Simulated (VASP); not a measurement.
Wanted: the native input for a VASP 6.6.1 run.

| Item | Value |
| --- | --- |
| Task | single point |
| Functional | r2SCAN |
| Potentials or basis | VASP PAW PBE potentials, release 64 (Pb_d) |
| Cutoff | 520 eV |
| k mesh | 14 × 14 × 14 |
| Occupations | gaussian, width 0.1 eV |
| Spin | no spin polarisation |
| Dipole correction | no |
| Further INCAR settings | ALGO = Normal; EDIFF = 1e-06; NBANDS = 13 |

Pb:

```
CELL_PARAMETERS angstrom
0.00000 2.46748 2.46748
2.46748 0.00000 2.46748
2.46748 2.46748 0.00000
ATOMIC_POSITIONS crystal
Pb 0.00000 0.00000 0.00000
```

One way to write it, as run:

POSCAR

```
Pb
1.0
    0.0000000000      2.4674785448      2.4674785448
    2.4674785448      0.0000000000      2.4674785448
    2.4674785448      2.4674785448      0.0000000000
Pb
1
Direct
    0.0000000000      0.0000000000      0.0000000000
```

INCAR.step1

```
SYSTEM = Pb
  PREC = Accurate
  ENCUT = 520
  ISMEAR = 0
  SIGMA = 0.1
  LREAL = .False.
  LASPH = .True.
  NELM = 60
  NBANDS = 13
  GGA = PE
  ALGO = Normal
  EDIFF = 1E-4
  LWAVE = .True.
  LCHARG = .False.
```

INCAR.step2

```
SYSTEM = Pb
  PREC = Accurate
  ENCUT = 520
  EDIFF = 1E-6
  ISMEAR = 0
  SIGMA = 0.1
  LREAL = .False.
  LASPH = .True.
  NELM = 60
  ALGO = Normal
  ISIF = 2
  LWAVE = .False.
  LCHARG = .False.
  METAGGA = R2SCAN
  LMIXTAU = .True.
  NBANDS = 13
  ISTART = 1
```

KPOINTS

```
Automatic mesh
0
Gamma
  14 14 14
  0 0 0
```

Potentials or basis: VASP PAW PBE potentials, release 64 (Pb_d).

Launch:

```console
$ cat potpaw_PBE.64/Pb_d/POTCAR > POTCAR
$ cp INCAR.step1 INCAR
$ mpirun -np 1 vasp_std > vasp.out
$ cp INCAR.step2 INCAR
$ mpirun -np 1 vasp_std > vasp.out
```

It gave:

```yaml
Pressure: 1.8 GPa
Band_gap_on_the_k_mesh: zero (band 7 reaches 15.14 eV, above the bottom of band 8 at 5.72 eV)
```

Caveat: the PAW data sets were made with another functional, which shifts forces and pressure a little; spin-orbit coupling is left out, which moves the levels of the heavy elements.

Wall time 4 min on 1 thread of Intel Xeon 6975P-C (shared host), peak memory 0.19 GiB.
